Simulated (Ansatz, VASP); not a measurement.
# Sn in VASP and in Ansatz

```
Sn
1.0
     0.00000    3.21164    3.21164
     3.21164    0.00000    3.21164
     3.21164    3.21164    0.00000
Sn
2
Direct
  0.75000 0.75000 0.75000
  0.50000 0.50000 0.50000
```

Change from the starting cell: volume scaled by 0.98.

Alike in both runs: task single point; functional PBEsol; k mesh 7 × 7 × 7; occupations fermi-dirac, width 0.05 eV; no spin polarisation.

|  | VASP | Ansatz |
| --- | --- | --- |
| version | VASP 6.6.1 | Ansatz 0.2.0 |
| potentials or method | VASP PAW PBE potentials, release 64 (Sn_d), cutoff 520 eV | all-electron LAPW, scalar-relativistic |

```tsv
	VASP	Ansatz	Ansatz less VASP
gap on the k mesh at the Fermi level (eV)	none	none	-
pressure (GPa)	2.5	2.6	+0.07
```

VASP's potentials were made for PBE, not for PBEsol. A gap of «none» marks a metal or a gap that the smearing closes. Ansatz ran all-electron here, and VASP with PAW potentials.
